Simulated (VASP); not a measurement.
Pb, 4 atoms in the cell. It takes space group Fmmm (No. 69, orthorhombic). Conventional cell: a = 4.248 Å, b = 5.227 Å, c = 11.516 Å, α = 90.00°, β = 90.00°, γ = 90.00°. Pb (site symmetry mm2) has 11 Pb at 3.25 to 4.25 Å within 4.3 Å. 

| Property | Result |
| --- | --- |
| Program | VASP 6.6.1 |
| Task | single point |
| Functional | PBEsol |
| Potentials or basis | VASP PAW PBE potentials, release 64 (Pb_d) |
| Cutoff | 520 eV |
| k mesh | 10 × 10 × 12 |
| Occupations | gaussian, width 0.1 eV |
| Spin | no spin polarisation |
| Dipole correction | no |
| Further INCAR settings | ALGO = Normal; EDIFF = 1e-07; NBANDS = 36 |

Potentials or basis: VASP PAW PBE potentials, release 64 (Pb_d).

Run with:

```sh
$ cat potpaw_PBE.64/Pb_d/POTCAR > POTCAR
$ mpirun -np 1 vasp_std > vasp.out
```

Hardware: 1 thread of Intel(R) Xeon(R) 6975P-C (Granite Rapids) (shared host).

Q: Estimate the wall time of this run.

A: Run time: 6.5 min on 1 thread of Intel(R) Xeon(R) 6975P-C (Granite Rapids) (shared host), peak memory 0.75 GiB. Counts: scf iterations 13, k points 217.
